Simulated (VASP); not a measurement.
# W (P6_3/mmc) in VASP: notebook, part 2 of 2

VASP 6.6.1. Earlier steps stand in the parts before.

**3. Relaxation of cell and atoms, PBE**

Contents of INCAR:

```
  PREC = Accurate
  ENCUT = 600
  EDIFF = 1E-7
  ISMEAR = 0
  SIGMA = 0.1
  LREAL = False
  LASPH = True
  NELM = 60
  ALGO = Fast
  ISIF = 3
  LWAVE = False
  LCHARG = False
  GGA = PE
  IBRION = 2
  NSW = 100
  EDIFFG = -0.005
```

Contents of KPOINTS:

```
Automatic mesh
0
Gamma
  18 18 8
```

Contents of POSCAR:

```
W
1.0
    2.7765402250      0.0000000000      0.0000000000
   -1.3882701125      2.4045543695      0.0000000000
    0.0000000000      0.0000000000      4.9524127090
W
2
Direct
    0.0000000000      0.0000000000      0.0000000000
    0.3333333333      0.6666666667      0.5000000000
```

Potentials or basis: VASP PAW PBE potentials, release 64 (W_sv).

On the command line:

```sh
cat potpaw_PBE.64/W_sv/POTCAR > POTCAR
mpirun -np 1 vasp_std > vasp.out
```

OUTCAR:

```text
PREC = Accurate
   ENCUT = 600
   EDIFF = 1E-7
   ISMEAR = 0
   LREAL = False
   LASPH = True
   NELM = 60
   ISIF = 3
   GGA = PE
   IBRION = 2
   NSW = 100
   EDIFFG = -0.005

 ion  position               nearest neighbor table
   1  0.000  0.000  0.000-   2 2.95   2 2.95   2 2.95   2 2.95   2 2.95   2 2.95
   2  0.333  0.667  0.500-   1 2.95   1 2.95   1 2.95   1 2.95   1 2.95   1 2.95

  LATTYP: Found a hexagonal cell.
 ALAT       =     2.7765402250
 C/A-ratio  =     1.7836632311

  Lattice vectors:

 A1 = (   2.7765402250,   0.0000000000,   0.0000000000)
 A2 = (  -1.3882701125,   2.4045543695,   0.0000000000)
 A3 = (   0.0000000000,   0.0000000000,   4.9524127090)

Analysis of symmetry for initial positions (statically):
=====================================================================
 Subroutine PRICEL returns:
 Original cell was already a primitive cell.

 Routine SETGRP: Setting up the symmetry group for a
 hexagonal supercell.

 Subroutine GETGRP returns: Found 24 space group operations
 (whereof 12 operations were pure point group operations)
 out of a pool of 24 trial point group operations.

The static configuration has the point symmetry D_3h.
 The point group associated with its full space group is D_6h.

Analysis of symmetry for dynamics (positions and initial velocities):
=====================================================================
 Subroutine PRICEL returns:
 Original cell was already a primitive cell.

 Routine SETGRP: Setting up the symmetry group for a
 hexagonal supercell.

 Subroutine GETGRP returns: Found 24 space group operations
 (whereof 12 operations were pure point group operations)
 out of a pool of 24 trial point group operations.

The dynamic configuration has the point symmetry D_3h.
 The point group associated with its full space group is D_6h.

 Subroutine INISYM returns: Found 24 space group operations
 (whereof 12 operations are pure point group operations),
 and found     1 'primitive' translations

----------------------------------------------------------------------------------------

                                     Primitive cell

  volume of cell :      33.0640

  direct lattice vectors                    reciprocal lattice vectors
     2.776540225  0.000000000  0.000000000     0.360160458  0.207938738  0.000000000
    -1.388270113  2.404554370  0.000000000     0.000000000  0.415877475  0.000000000
     0.000000000  0.000000000  4.952412709     0.000000000  0.000000000  0.201921782

  length of vectors
     2.776540225  2.776540225  4.952412709     0.415877475  0.415877475  0.201921782

  position of ions in fractional coordinates (direct lattice)
     0.000000000  0.000000000  0.000000000
     0.333333333  0.666666667  0.500000000

  ion indices of the primitive-cell ions
   primitive index   ion index
                 1           1
                 2           2

----------------------------------------------------------------------------------------

 KPOINTS: Automatic mesh

[... 25 lines left out ...]
  0.055556  0.000000  0.000000      6.000000
  0.111111  0.000000  0.000000      6.000000
  0.166667  0.000000  0.000000      6.000000
  0.222222 -0.000000  0.000000      6.000000
  0.277778  0.000000  0.000000      6.000000
[... 16 lines left out ...]
  0.333333  0.111111  0.000000     12.000000
  0.388889  0.111111  0.000000     12.000000
 [... further k-points ...]
   k-points           NKPTS =    185   k-points in BZ     NKDIM =    185   number of bands    NBANDS=     18
   number of dos      NEDOS =    301   number of ions     NIONS =      2
   total plane-waves  NPLWV =  23040
   dimension x,y,z NGX =    24 NGY =   24 NGZ =   40
   dimension x,y,z NGXF=    48 NGYF=   48 NGZF=   80
   ions per type =               2
   NGX,Y,Z   is equivalent  to a cutoff of  14.37, 14.37, 13.43 a.u.
   NGXF,Y,Z  is equivalent  to a cutoff of  28.74, 28.74, 26.85 a.u.
 SYSTEM =  unknown system
   PREC   = accura    normal or accurate (medium, high low for compatibility)
   ISTART =      0    job   : 0-new  1-cont  2-samecut
   ICHARG =      2    charge: 1-file 2-atom 10-const
   ISPIN  =      1    spin polarized calculation?
   LNONCOLLINEAR =      F non collinear calculations
   LSORBIT =      F    spin-orbit coupling
   LASPH  =      T    aspherical Exc in radial PAW
   ENCUT  =  600.0 eV  44.10 Ry    6.64 a.u.   5.55  5.55  9.89*2*pi/ulx,y,z
   NELM   =     60;   NELMIN=  2; NELMDL= -5     # of ELM steps
   EDIFF  = 0.1E-06   stopping-criterion for ELM
   LREAL  =      F    real-space projection
   EDIFFG = -.5E-02   stopping-criterion for IOM
   NSW    =    100    number of steps for IOM
   IBRION =      2    ionic relax: 0-MD 1-quasi-New 2-CG
   NFREE  =      1    steps in history (QN), initial steepest desc. (CG)
   ISIF   =      3    stress and relaxation
   ISYM   =      2    0-nonsym 1-usesym 2-fastsym
   POTIM  = 0.5000    time-step for ionic-motion
   TEBEG  =    0.0;   TEEND  =   0.0 temperature during run
   PSTRESS=    0.0 pullay stress
   NELECT =      28.0000    total number of electrons
   NUPDOWN=      -1.0000    fix difference up-down
   EMIN   =  10.00;   EMAX   =-10.00  energy-range for DOS
   EFERMI =   0.00;   METHOD = LEGACY
   ISMEAR =     0;   SIGMA  =   0.10  broadening in eV -4-tet -1-fermi 0-gaus
   EFERMI_NEDOS =   21; number of points for ismear=-14 and -15
   IALGO  =     68    algorithm
   IMIX   =      4    mixing-type and parameters
     AMIX     =   0.40;   BMIX     =  1.00
     AMIX_MAG =   1.60;   BMIX_MAG =  1.00
  volume/ion in A,a.u.               =      16.53       111.56
  Fermi-wavevector in a.u.,A,eV,Ry     =   1.548849  2.926900 32.639462  2.398933
  Thomas-Fermi vector in A             =   2.653740
   LORBIT       =      0    0 simple, 1 ext, 2 COOP (PROOUT), +10 PAW based schemes
   GGA     = PE    functional components
   LHFCALC =     F    Hartree Fock is set to
   AEXX    =    0.0000 exact exchange contribution
   IVDW    =     0    specifies the selected vdW correction
   LEPSILON=     F    determine dielectric tensor
   LRPA    =     F    only Hartree local field effects (RPA)
 conjugate gradient relaxation of ions
 non-spin polarized calculation
 RMM-DIIS sequential band-by-band and
 Gauss-broadening in eV      SIGMA  =   0.10
  energy-cutoff  :      600.00
  volume of cell :       33.06
 maximum number of plane-waves:      1130
 NGX is ok and might be reduce to    24
   NGX = 11   NGY = 11   NGZ = 19

--------------------------------------- Ionic step        1  -------------------------------------------

 number of electron      28.0000002 magnetization

 Free energy of the ion-electron system (eV)
  ---------------------------------------------------
  ext. energy  EPLUGINS =         0.00000000
  ---------------------------------------------------
  free energy    TOTEN  =       -24.91029104 eV

  energy without entropy =      -24.89868779  energy(sigma->0) =      -24.90448942

------------------------ aborting loop because EDIFF is reached ----------------------------------------

  FORCE on cell =-STRESS in cart. coord.  units (eV):
  Direction    XX          YY          ZZ          XY          YZ          ZX
  --------------------------------------------------------------------------------------
  -------------------------------------------------------------------------------------
  Total        0.1232199      0.1232199      0.0664201      0.0000000      0.0000000      0.0000000
  in kB        5.9708506      5.9708506      3.2185090      0.0000000      0.0000000      0.0000000
  external PRESSURE =       5.0534034 kB  Pullay stress =       0.0000000 kB
[... 59 lines left out ...]
--------------------------------------- Ionic step        3  -------------------------------------------

 number of electron      28.0000002 magnetization

 Free energy of the ion-electron system (eV)
  ---------------------------------------------------
  ext. energy  EPLUGINS =         0.00000000
  ---------------------------------------------------
  free energy    TOTEN  =       -24.91038427 eV

  energy without entropy =      -24.89879702  energy(sigma->0) =      -24.90459065

 E-fermi :  10.4462     XC(G=0): -13.3769

 val. band max:       10.4339834486   @ k =   0.5000   0.0000   0.1250
 cond. band min:      10.4476451251   @ k =   0.3889   0.0000   0.3750
 fundamental gap:      0.0136616765
 Fermi energy:        10.4461954471

 k-point     1 :       0.0000    0.0000    0.0000
  band No.  band energies     occupation
      1     -63.3304      2.00000
      2     -63.2624      2.00000
      3     -28.0322      2.00000
      4     -27.1488      2.00000
      5     -26.9536      2.00000
      6     -26.9536      2.00000
[... 481 lines left out ...]
      5     -27.5729      2.00000
      6     -27.3222      2.00000
[... 10 lines left out ...]
     17      14.5957      0.00000
     18      15.2519      0.00000

 [... further k-points ...]
[... 5 lines left out ...]
  --------------------------------------------------------------------------------------
  -------------------------------------------------------------------------------------
  Total        0.0063349      0.0063349     -0.0081087      0.0000000      0.0000000      0.0000000
  in kB        0.3064391      0.3064391     -0.3922390      0.0000000      0.0000000      0.0000000
  external PRESSURE =       0.0735464 kB  Pullay stress =       0.0000000 kB
[... 17 lines left out ...]
  FREE ENERGIE OF THE ION-ELECTRON SYSTEM (eV)
  ---------------------------------------------------
  free  energy   TOTEN  =       -24.9103842704 eV

  energy  without entropy=      -24.8987970200  energy(sigma->0) =      -24.90459065

 reached required accuracy - stopping structural energy minimisation
```

OSZICAR:

```text
N       E                     dE             d eps       ncg     rms          rms(c)
DAV:   1     0.280795746033E+03    0.28080E+03   -0.17788E+04  6660   0.199E+03
DAV:   2    -0.163939748755E+02   -0.29719E+03   -0.29314E+03  7182   0.533E+02
[... 33 lines left out ...]
RMM:   5    -0.249103785800E+02    0.21058E-04   -0.47172E-04  6874   0.201E-01    0.180E-02
RMM:   6    -0.249103847106E+02   -0.61306E-05   -0.77330E-05  8119   0.826E-02    0.149E-02
RMM:   7    -0.249103846230E+02    0.87601E-07   -0.90015E-06  7419   0.276E-02    0.137E-02
RMM:   8    -0.249103843274E+02    0.29566E-06   -0.72966E-06  6691   0.273E-02    0.426E-03
RMM:   9    -0.249103842201E+02    0.10725E-06   -0.61174E-07  6214   0.885E-03    0.211E-03
RMM:  10    -0.249103842704E+02   -0.50326E-07   -0.31180E-07  4798   0.628E-03
   3 F= -.24910384E+02 E0= -.24904591E+02  d E =-.932280E-04
```

CONTCAR:

```text
W
   1.00000000000000
     2.7784373507995523   -0.0000000000000000    0.0000000000000000
    -1.3892186753997762    2.4061973286366296   -0.0000000000000000
     0.0000000000000000    0.0000000000000000    4.9542367202135447
  W
     2
Direct
     0.0000000000000000    0.0000000000000000    0.0000000000000000
     0.3333333332999970    0.6666666667000030    0.5000000000000000

  0.00000000E+00  0.00000000E+00  0.00000000E+00
  0.00000000E+00  0.00000000E+00  0.00000000E+00
```

Wall time 7.3 min (1 thread of Intel Xeon 8259CL, shared host); peak memory 0.26 GiB.

Results:

- Free energy: -24.9104 eV
- Relaxed volume: 16.56 Å³/atom
- Relaxed cell: a = 2.778 Å, b = 2.778 Å, c = 4.954 Å, α = 90.00°, β = 90.00°, γ = 120.00°
- Space group after relaxing (to 0.1 Å): P6_3/mmc (No. 194)
- Energy gained by relaxing: 0.0 meV/atom
- Ionic steps: 3
- Pressure after relaxing: 0.0 GPa
- Band gap on the k mesh: zero (bands 14 and 15 overlap by 1.62 eV)

Final structure:
```
W
1.0
     2.77844    0.00000    0.00000
    -1.38922    2.40620    0.00000
     0.00000    0.00000    4.95424
W
2
Direct
  0.00000 0.00000 0.00000
  0.33333 0.66667 0.50000
```

Caveat: spin-orbit coupling is left out, which moves the levels of the heavy elements.
